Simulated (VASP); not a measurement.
Wanted: the native input for a VASP 6.6.1 run.

```
Task                   : relaxation of cell and atoms
Functional             : PBE
Potentials or basis    : VASP PAW PBE potentials, release 64 (Ca_sv, Be)
Cutoff                 : 600 eV
k mesh                 : 12 × 12 × 14
Occupations            : gaussian, width 0.1 eV
Spin                   : no spin polarisation
Dipole correction      : no
Further INCAR settings : ALGO = Fast; EDIFF = 1e-06; IBRION = 2; EDIFFG = -0.01; NSW = 100; ISIF = 3
```

The structure of Ca2Be lies in POSCAR:

```
Ca2Be
1.0
    5.2843162860      0.0000000000      0.0000000000
   -2.6421581430      4.5763521453      0.0000000000
    0.0000000000      0.0000000000      3.1807754178
Ca Be
2 1
Direct
    0.3333333333      0.6666666667      0.5000000000
    0.6666666667      0.3333333333      0.5000000000
    0.0000000000      0.0000000000      0.0000000000
```

These files were run (other wordings do the same):

INCAR

```
  PREC = Accurate
  ENCUT = 600
  EDIFF = 1E-6
  ISMEAR = 0
  SIGMA = 0.1
  LREAL = False
  LASPH = True
  NELM = 80
  ALGO = Fast
  ISIF = 3
  LWAVE = False
  LCHARG = False
  GGA = PE
  IBRION = 2
  NSW = 100
  EDIFFG = -0.01
```

KPOINTS

```
regular mesh
0
Gamma
  12 12 14
```

Potentials or basis: VASP PAW PBE potentials, release 64 (Ca_sv, Be).

Command:

```bash
$ cat potpaw_PBE.64/Ca_sv/POTCAR potpaw_PBE.64/Be/POTCAR > POTCAR
$ mpirun -np 1 vasp_std > vasp.out
```

Results of the run:

The relaxed volume is 25.74 Å³/atom and the relaxed cell is a = 5.270 Å, b = 5.270 Å, c = 3.211 Å, α = 90.00°, β = 90.00°, γ = 120.00°. The space group after relaxing (to 0.1 Å) is P6/mmm (No. 191). The energy gained by relaxing is 0.9 meV/atom, the ionic steps are 3 and the pressure after relaxing is 0.0 GPa. The band gap on the k mesh is zero (bands 11 and 12 overlap by 1.19 eV).

Wall time 4.1 min on 1 thread of Intel(R) Xeon(R) 6975P-C (Granite Rapids), on a shared host, peak memory 0.38 GiB.
